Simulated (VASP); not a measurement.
# SnSe in VASP: further runs

Runs on SnSe. Level: PBEsol. Tasks: single point.

Everything below comes from runs of VASP 6.6.1. Logs are shortened: lines on timing, memory, paths and dates and some standing lists are left out, and cuts for length are marked.

## Step 1: The cell of the first run

The typed cell holds 8 atoms: a = 11.543 Å, b = 4.173 Å, c = 4.300 Å, α = 90.00°, β = 90.00°, γ = 90.00°.

## Step 2: Single point, PBEsol

Contents of INCAR:

```
SYSTEM = SnSe
ALGO = Normal ; EDIFF = 1E-7
ENCUT = 520 ; GGA = PS
ISIF = 2 ; ISMEAR = -1
LASPH = .TRUE. ; LCHARG = .FALSE.
LREAL = .FALSE. ; LWAVE = .FALSE.
NBANDS = 50 ; NELM = 60
PREC = Accurate ; SIGMA = 0.05
```

Contents of KPOINTS:

```
k-points
0
G
  2 4 4
  0 0 0
```

Contents of POSCAR:

```
SnSe
1.0
   11.5426873703      0.0003482819      0.0000325130
    0.0001542330      4.1726902143     -0.0000451852
   -0.0001374618     -0.0000888363      4.3000903493
Sn Se
4 4
Direct
    0.6198677656      0.7478988653      0.4151167613
    0.8789843658      0.2477672918      0.9151835786
    0.3790038446      0.2478783827      0.5813928675
    0.1199046007      0.7480032260      0.0814619497
    0.1422242047      0.2479986854      0.5182586473
    0.6421984680      0.2478614188      0.9782942704
    0.3567003948      0.7479254025      0.0182576679
    0.8566583935      0.7477837271      0.4783632463
```

Potentials or basis: VASP PAW PBE potentials, release 64 (Sn_d, Se).

Run with:

```bash
> cat potpaw_PBE.64/Sn_d/POTCAR potpaw_PBE.64/Se/POTCAR > POTCAR
> mpirun -np 1 vasp_std > vasp.out
```

OUTCAR:

```text
SYSTEM = SnSe
   EDIFF = 1E-7
   ENCUT = 520
   GGA = PS
   ISIF = 2
   ISMEAR = -1
   LASPH = .TRUE.
   LREAL = .FALSE.
   NELM = 60
   PREC = Accurate

 ion  position               nearest neighbor table
   1  0.620  0.748  0.415-   8 2.75   6 2.82   6 2.82   6 3.21   6 3.21   3 3.55   3 3.55
   2  0.879  0.248  0.915-   6 2.75   8 2.82   8 2.82   8 3.21   8 3.21   4 3.55   4 3.55
   3  0.379  0.248  0.581-   5 2.75   7 2.82   7 2.82   7 3.21   7 3.21   1 3.55   1 3.55
   4  0.120  0.748  0.081-   7 2.75   5 2.82   5 2.82   5 3.21   5 3.21   2 3.55   2 3.55
   5  0.142  0.248  0.518-   3 2.75   4 2.82   4 2.82   4 3.21   4 3.21
   6  0.642  0.248  0.978-   2 2.75   1 2.82   1 2.82   1 3.21   1 3.21
   7  0.357  0.748  0.018-   4 2.75   3 2.82   3 2.82   3 3.21   3 3.21
   8  0.857  0.748  0.478-   1 2.75   2 2.82   2 2.82   2 3.21   2 3.21

  LATTYP: Found a triclinic cell.
 ALAT       =    12.3177637050
 B/A-ratio  =     0.3490966750
 C/A-ratio  =     0.3387538775
 COS(alpha) =     0.0000314891
 COS(beta)  =     0.0000739042
 COS(gamma) =     0.3491239917

  Lattice vectors:

 A1 = (  11.5428248321,   0.0004371182,  -4.3000578363)
 A2 = (   0.0001374618,   0.0000888363,  -4.3000903493)
 A3 = (   0.0001542330,   4.1726902143,  -0.0000451852)

Analysis of symmetry for initial positions (statically):
=====================================================================
 Subroutine PRICEL returns:
 Original cell was already a primitive cell.

 Routine SETGRP: Setting up the symmetry group for a
 triclinic supercell.

 Subroutine GETGRP returns: Found  1 space group operations
 (whereof  1 operations were pure point group operations)
 out of a pool of  2 trial point group operations.

The static configuration has the point symmetry C_1 .

Analysis of symmetry for dynamics (positions and initial velocities):
=====================================================================
 Subroutine PRICEL returns:
 Original cell was already a primitive cell.

 Routine SETGRP: Setting up the symmetry group for a
 triclinic supercell.

 Subroutine GETGRP returns: Found  1 space group operations
 (whereof  1 operations were pure point group operations)
 out of a pool of  2 trial point group operations.

The dynamic configuration has the point symmetry C_1 .

 Subroutine INISYM returns: Found  1 space group operations
[... 125 lines left out ...]
   EDIFFG = 0.1E-05   stopping-criterion for IOM
   NSW    =      0    number of steps for IOM
   IBRION =     -1    ionic relax: 0-MD 1-quasi-New 2-CG
   NFREE  =      0    steps in history (QN), initial steepest desc. (CG)
   ISIF   =      2    stress and relaxation
   ISYM   =      2    0-nonsym 1-usesym 2-fastsym
   POTIM  = 0.5000    time-step for ionic-motion
   TEBEG  =    0.0;   TEEND  =   0.0 temperature during run
   PSTRESS=    0.0 pullay stress
   NELECT =      80.0000    total number of electrons
   NUPDOWN=      -1.0000    fix difference up-down
   EMIN   =  10.00;   EMAX   =-10.00  energy-range for DOS
   EFERMI =   0.00;   METHOD = LEGACY
   ISMEAR =    -1;   SIGMA  =   0.05  broadening in eV -4-tet -1-fermi 0-gaus
   EFERMI_NEDOS =   21; number of points for ismear=-14 and -15
   IALGO  =     38    algorithm
   IMIX   =      4    mixing-type and parameters
     AMIX     =   0.40;   BMIX     =  1.00
     AMIX_MAG =   1.60;   BMIX_MAG =  1.00
  volume/ion in A,a.u.               =      25.89       174.71
  Fermi-wavevector in a.u.,A,eV,Ry     =   1.192261  2.253046 19.340489  1.421486
  Thomas-Fermi vector in A             =   2.328303
   LORBIT       =      0    0 simple, 1 ext, 2 COOP (PROOUT), +10 PAW based schemes
   GGA     = PS    functional components
   LHFCALC =     F    Hartree Fock is set to
   AEXX    =    0.0000 exact exchange contribution
   IVDW    =     0    specifies the selected vdW correction
   LEPSILON=     F    determine dielectric tensor
   LRPA    =     F    only Hartree local field effects (RPA)
 non-spin polarized calculation
  energy-cutoff  :      520.00
  volume of cell :      207.11
 maximum number of plane-waves:      5608
 NGX is ok and might be reduce to    90
   NGX = 43   NGY = 15   NGZ = 15

 number of electron      79.9999983 magnetization

 Free energy of the ion-electron system (eV)
  ---------------------------------------------------
  ext. energy  EPLUGINS =         0.00000000
  ---------------------------------------------------
  free energy    TOTEN  =       -35.97596812 eV

  energy without entropy =      -35.97583177  energy(sigma->0) =      -35.97589994

 E-fermi :   5.7827     XC(G=0): -10.0292

 val. band max:        5.4390028086   @ k =   0.5000   0.0000   0.5000
 cond. band min:       6.0768867266   @ k =   0.0000   0.0000   0.0000
 fundamental gap:      0.6378839180
 Fermi energy:         5.7827127048

 k-point     1 :       0.0000    0.0000    0.0000
  band No.  band energies     occupation
      1     -15.6046      2.00000
      2     -15.5886      2.00000
      3     -15.5866      2.00000
      4     -15.5828      2.00000
      5     -15.5827      2.00000
      6     -15.5795      2.00000
[... 1049 lines left out ...]
     49      12.1353      0.00000
     50      12.1356      0.00000

------------------------ aborting loop because EDIFF is reached ----------------------------------------

  FORCE on cell =-STRESS in cart. coord.  units (eV):
  Direction    XX          YY          ZZ          XY          YZ          ZX
  --------------------------------------------------------------------------------------
  -------------------------------------------------------------------------------------
  Total        0.0808732      0.0656876      0.0207507     -0.0002010      0.0015859      0.0008319
  in kB        0.6256253      0.5081513      0.1605247     -0.0015552      0.0122686      0.0064353
  external PRESSURE =       0.4314338 kB  Pullay stress =       0.0000000 kB

 VOLUME and BASIS-vectors are now :
 -----------------------------------------------------------------------------
  energy-cutoff  :      520.00
  volume of cell :      207.11
      direct lattice vectors                 reciprocal lattice vectors
    11.542687370  0.000348282  0.000032513     0.086634938 -0.000003202  0.000002769
     0.000154233  4.172690214 -0.000045185    -0.000007231  0.239653545  0.000004951
    -0.000137462 -0.000088836  4.300090349    -0.000000655  0.000002518  0.232553253

 POSITION                                       TOTAL-FORCE (eV/Angst)
 -----------------------------------------------------------------------------------
      7.15500      3.12093      1.78503        -0.012301     -0.000527      0.005667
     10.14575      1.03408      3.93539         0.012871      0.000055      0.005699
      4.37468      1.03440      2.50004         0.012972      0.000031     -0.005454
      1.38413      3.12122      0.35026        -0.012657     -0.000252     -0.006332
      1.64162      1.03483      2.22855        -0.014477      0.000048      0.005417
      7.41260      1.03439      4.20676        -0.013769      0.000228     -0.004513
      4.11739      3.12098      0.07849         0.013185      0.000109      0.004702
      9.88819      3.12053      2.05700         0.014177      0.000308     -0.005186
 -----------------------------------------------------------------------------------
    total drift:                                0.000239     -0.001454     -0.000880

  FREE ENERGIE OF THE ION-ELECTRON SYSTEM (eV)
  ---------------------------------------------------
  free  energy   TOTEN  =       -35.9759681170 eV

  energy  without entropy=      -35.9758317681  energy(sigma->0) =      -35.97589994
```

OSZICAR:

```text
N       E                     dE             d eps       ncg     rms          rms(c)
DAV:   1     0.872670862260E+03    0.87267E+03   -0.36693E+04  2124   0.209E+03
DAV:   2     0.116895103770E+03   -0.75578E+03   -0.73216E+03  2000   0.592E+02
DAV:   3    -0.261576542908E+02   -0.14305E+03   -0.13603E+03  2404   0.205E+02
DAV:   4    -0.363022285870E+02   -0.10145E+02   -0.99281E+01  2380   0.542E+01
DAV:   5    -0.366323257558E+02   -0.33010E+00   -0.32886E+00  2296   0.105E+01    0.654E+00
DAV:   6    -0.360043782718E+02    0.62795E+00   -0.10469E+00  2784   0.589E+00    0.405E+00
DAV:   7    -0.359848767672E+02    0.19502E-01   -0.51444E-01  2712   0.278E+00    0.129E+00
DAV:   8    -0.359762346975E+02    0.86421E-02   -0.66350E-02  2602   0.162E+00    0.326E-01
DAV:   9    -0.359760122820E+02    0.22242E-03   -0.79372E-03  2480   0.593E-01    0.940E-02
DAV:  10    -0.359759571925E+02    0.55089E-04   -0.77245E-04  2848   0.199E-01    0.505E-02
DAV:  11    -0.359759837457E+02   -0.26553E-04   -0.27009E-04  2566   0.107E-01    0.217E-02
DAV:  12    -0.359759681028E+02    0.15643E-04   -0.41255E-05  2536   0.472E-02    0.864E-03
DAV:  13    -0.359759681201E+02   -0.17393E-07   -0.79744E-06  2510   0.160E-02    0.189E-03
DAV:  14    -0.359759681170E+02    0.31687E-08   -0.30536E-07  1824   0.646E-03
   1 F= -.35975968E+02 E0= -.35975900E+02  d E =-.136349E-03
```

stdout:

```text
POSCAR found type information on POSCAR SnSe
 POSCAR found :  2 types and       8 ions
 scaLAPACK will be used
 -----------------------------------------------------------------------------
|                                                                             |
|                                                                             |
|     You enforced a specific xc type in the INCAR file but a different       |
[... 22 lines left out ...]
 -----------------------------------------------------------------------------

 POSCAR, INCAR and KPOINTS ok, starting setup
 FFT: planning ... GRIDC
 FFT: planning ... GRID_SOFT
 FFT: planning ... GRID
 WAVECAR not read
 entering main loop
```

Wall time 3.4 min (1 thread of Intel Xeon 8259CL, shared host); peak memory 0.38 GiB.

What came out:

* Free energy: -35.9760 eV
* Pressure: 0.0 GPa
* Largest force: 0.015 eV/Å
* Band gap on the k mesh: 0.64 eV (least direct gap 1.01 eV)

Forces on the atoms (eV/Å):
```
Sn  -0.012 -0.001  0.006
Sn   0.013  0.000  0.006
Sn   0.013  0.000 -0.005
Sn  -0.013  0.000 -0.006
Se  -0.014  0.000  0.005
Se  -0.014  0.000 -0.005
Se   0.013  0.000  0.005
Se   0.014  0.000 -0.005
```

Caveat: semilocal functionals underestimate gaps, and a narrow one can read as zero; the PAW data sets were made with another functional, which shifts forces and pressure a little; spin-orbit coupling is left out, which moves the levels of the heavy elements. A k mesh can miss the band edges.

## Step 3: Single point, PBEsol

Contents of INCAR:

```
PREC = Accurate ; ENCUT = 520
EDIFF = 1E-7 ; ISMEAR = -1
SIGMA = 0.03 ; LREAL = F
LASPH = T ; NELM = 100
ALGO = Normal ; ISIF = 2
LWAVE = F ; LCHARG = F
GGA = PS ; NBANDS = 50
```

Contents of KPOINTS:

```
regular mesh
0
Gamma
  2 6 4
```

Contents of POSCAR:

```
SnSe
1.0
   11.5104048375      0.0000000000      0.0000000000
    0.0000000000      4.1732909913      0.0000000000
    0.0000000000      0.0000000000      4.3176701001
Sn Se
4 4
Direct
    0.6203096913      0.7500000000      0.4130631959
    0.8796903087      0.2500000000      0.9130631959
    0.3796903087      0.2500000000      0.5869368041
    0.1203096913      0.7500000000      0.0869368041
    0.1427491434      0.2500000000      0.5220513665
    0.6427491434      0.2500000000      0.9779486335
    0.3572508566      0.7500000000      0.0220513665
    0.8572508566      0.7500000000      0.4779486335
```

Potentials or basis: VASP PAW PBE potentials, release 64 (Sn_d, Se).

Run with:

```bash
> cat potpaw_PBE.64/Sn_d/POTCAR potpaw_PBE.64/Se/POTCAR > POTCAR
> mpirun -np 1 vasp_std > vasp.out
```

Run time: 4.3 min. Hardware: 1 thread of Intel Xeon 8259CL, shared host; peak memory 0.4 GiB.

The run converged. Its results:

```yaml
Free_energy: -35.9150 eV
Pressure: 0.1 GPa
Largest_force: 0.024 eV/Å
Band_gap_on_the_k_mesh: 0.46 eV
```

Forces in eV/Å, atoms in the order of the input:
```
Sn  -0.021  0.000  0.012
Sn   0.021  0.000  0.012
Sn   0.021  0.000 -0.012
Sn  -0.021  0.000 -0.012
Se  -0.014  0.000  0.009
Se  -0.014  0.000 -0.009
Se   0.014  0.000  0.009
Se   0.014  0.000 -0.009
```

Levels at points of the mesh, in eV from the valence-band top:
| k point | band 37 | band 38 | band 39 | band 40 | band 41 | band 42 | band 43 | band 44 |
| --- | --- | --- | --- | --- | --- | --- | --- | --- |
| (0.00, 0.00, 0.00) | -1.71 | -1.43 | -0.69 | -0.60 | 0.46 | 3.07 | 3.08 | 3.09 |
| (0.50, 0.00, 0.00) | -2.01 | -2.01 | -0.59 | -0.59 | 2.53 | 2.53 | 2.74 | 2.74 |
| (0.00, 0.50, 0.00) | -1.00 | -1.00 | -0.53 | -0.53 | 0.89 | 0.89 | 1.43 | 1.43 |
| (0.50, 0.50, 0.00) | -0.83 | -0.83 | -0.83 | -0.83 | 1.40 | 1.40 | 1.40 | 1.40 |
| (0.00, 0.00, 0.50) | -0.78 | -0.78 | -0.30 | -0.30 | 1.18 | 1.18 | 1.37 | 1.37 |
| (0.50, 0.00, 0.50) | -0.48 | -0.48 | -0.23 | -0.23 | 1.11 | 1.11 | 1.44 | 1.44 |
| (0.00, 0.50, 0.50) | -2.38 | -2.38 | -1.60 | -1.60 | 2.63 | 2.63 | 3.04 | 3.04 |
| (0.50, 0.50, 0.50) | -1.66 | -1.66 | -1.66 | -1.66 | 2.39 | 2.39 | 2.39 | 2.39 |

Caveat: semilocal functionals underestimate gaps, and a narrow one can read as zero; the PAW data sets were made with another functional, which shifts forces and pressure a little; spin-orbit coupling is left out, which moves the levels of the heavy elements. A k mesh can miss the band edges.
